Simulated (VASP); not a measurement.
Crystal: Mn.

```xyz
2
Lattice="2.4836 0.0000 0.0000 -1.2418 2.1509 0.0000 0.0000 0.0000 4.0262" Properties=species:S:1:pos:R:3 pbc="T T T"
Mn    0.0000    1.4339    1.0065
Mn    1.2418    0.7170    3.0196
```

Base run:

```yaml
Program: VASP 6.6.1
Functional: PBEsol
Potentials_or_basis: VASP PAW PBE potentials, release 64 (Mn_pv)
Cutoff: 520 eV
k_mesh: 10 × 10 × 6
Occupations: fermi-dirac, width 0.05 eV
Spin: collinear spin, ferromagnetic start
Starting_moments: "[5.0, 5.0] μB"
Fixed_moment: 10 μB
```

Its results: pressure 165.1 GPa; site moments Mn +4.61 μB.

After a change of settings the same cell gave: pressure 174.4 GPa; site moments Mn +4.61 μB. Which change was it?
A. functional from PBEsol to PBE
B. fixed moment from 10 μB to 8 μB; moments at the start from [5.0, 5.0] to [4.0, 4.0]
C. fixed moment from 10 μB to 16 μB; moments at the start from [5.0, 5.0] to [8.0, 8.0]

A.

PBE binds less tightly than PBEsol, so the same cell stands under more pressure.

Caveats: the total moment is fixed, so each spin has its own Fermi level; the PAW data sets were made with another functional, which shifts forces and pressure a little (some runs).
